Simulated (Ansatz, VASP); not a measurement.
**One calculation of C, two programs**

```
C
1.0
     2.51598    0.00000    0.00000
    -1.25799    2.17890    0.00000
     0.00000    0.00000    4.19072
C
4
Cartesian
  0.0000 1.4526 0.2633
  1.2580 0.7263 2.3587
  0.0000 1.4526 1.8321
  1.2580 0.7263 3.9274
```

Alike in both runs: task single point; functional LDA; k mesh 13 × 13 × 7; occupations fermi-dirac, width 0.05 eV; no spin polarisation.

```csv
,VASP,Ansatz
version,VASP 6.6.1,Ansatz 0.2.0
potentials or method,"VASP PAW LDA potentials, release 64 (C), cutoff 520 eV","plane waves (420 eV) with PAW, scalar-relativistic"
valence electrons in the cell,16,16
```

```csv
,VASP,Ansatz,Ansatz less VASP
gap on the k mesh at the Fermi level (eV),3.27,3.28,+0.013
pressure (GPa),-15.7,-17.1,-1.39
"traceless stress, the component that is largest in VASP (GPa)",-0.24,-0.17,+0.065
```

Ansatz warns that its potentials were made for another functional, while VASP's fit it. LDA's correlation is that of Perdew and Zunger in VASP and of Perdew and Wang (1992) in Ansatz.
